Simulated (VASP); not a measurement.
A run of VASP 6.6.1 is set up as follows.

Contents of POSCAR:

```
Os
1.0
    0.0000000000      1.6991140039      2.5486710059
    1.6991140039      0.0000000000      2.5486710059
    1.6991140039      1.6991140039      0.0000000000
Os
1
Direct
    0.0000000000      0.0000000000      0.0000000000
```

The input INCAR.step1:

```
SYSTEM = Os
  PREC = Accurate
  ENCUT = 520
  ISMEAR = 0
  SIGMA = 0.15
  LREAL = .FALSE.
  LASPH = .TRUE.
  NELM = 100
  NBANDS = 10
  GGA = PE
  ALGO = Normal
  EDIFF = 1E-4
  LWAVE = .TRUE.
  LCHARG = .FALSE.
```

The input INCAR.step2:

```
SYSTEM = Os
  PREC = Accurate
  ENCUT = 520
  EDIFF = 1E-7
  ISMEAR = 0
  SIGMA = 0.15
  LREAL = .FALSE.
  LASPH = .TRUE.
  NELM = 100
  ALGO = Normal
  ISIF = 2
  LWAVE = .FALSE.
  LCHARG = .TRUE.
  METAGGA = R2SCAN
  LMIXTAU = .TRUE.
  LELF = .TRUE.
  LVHAR = .TRUE.
  NBANDS = 10
  ISTART = 1
```

File KPOINTS:

```
regular mesh
0
G
  24 24 24
  0 0 0
```

Potentials or basis: VASP PAW PBE potentials, release 64 (Os).

The run is started by

```console
$ cat potpaw_PBE.64/Os/POTCAR > POTCAR
$ cp INCAR.step1 INCAR
$ mpirun -np 1 vasp_std > vasp.out
$ cp INCAR.step2 INCAR
$ mpirun -np 1 vasp_std > vasp.out
```

Task: What does it give for the band gap on the k mesh?

Result: Zero (bands 4 and 5 overlap by 4.03 eV).

Task: What does it give for the pressure?

Result: 27.9 GPa.

Stress tensor (GPa, compression positive):
```
 62.41   0.00   0.00
  0.00  62.41   0.00
  0.00   0.00 -41.25
```

Caveat: the stress differs along the axes, from -41 to 62 GPa; the PAW data sets were made with another functional, which shifts forces and pressure a little; spin-orbit coupling is left out, which moves the levels of the heavy elements.
